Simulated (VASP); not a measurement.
Here is a VASP 6.6.1 calculation.

Contents of INCAR:

```
PREC = Accurate ; ENCUT = 520
EDIFF = 1E-6 ; ISMEAR = 0
SIGMA = 0.05 ; LREAL = F
LASPH = T ; NELM = 100
ALGO = Normal ; ISIF = 2
LWAVE = F ; LCHARG = F
GGA = PE ; NBANDS = 15
```

The input KPOINTS:

```
regular mesh
0
Gamma
  8 8 8
```

POSCAR

```
KF
1.0
    0.0000000000      2.8071750000      2.5398250000
    2.8071750000      0.0000000000      2.5398250000
    2.8071750000      2.8071750000      0.0000000000
K F
1 1
Direct
    0.0000000000      0.0000000000      0.0000000000
    0.5000000000      0.5000000000      0.5000000000
```

Potentials or basis: VASP PAW PBE potentials, release 64 (K_sv, F).

The run is started by

```bash
$ cat potpaw_PBE.64/K_sv/POTCAR potpaw_PBE.64/F/POTCAR > POTCAR
$ mpirun -np 1 vasp_std > vasp.out
```

Q: Estimate the band gap on the k mesh.

A: 5.77 eV, direct.

Q: Predict the pressure.

A: 0.7 GPa.

Stress tensor (GPa, compression positive):
```
-1.23  0.00  0.00
 0.00 -1.23  0.00
 0.00  0.00  4.52
```

Caveat: the cell differs from its parent crystal (strain +0.050 along x and y, -0.050 along z). A k mesh can miss the band edges.
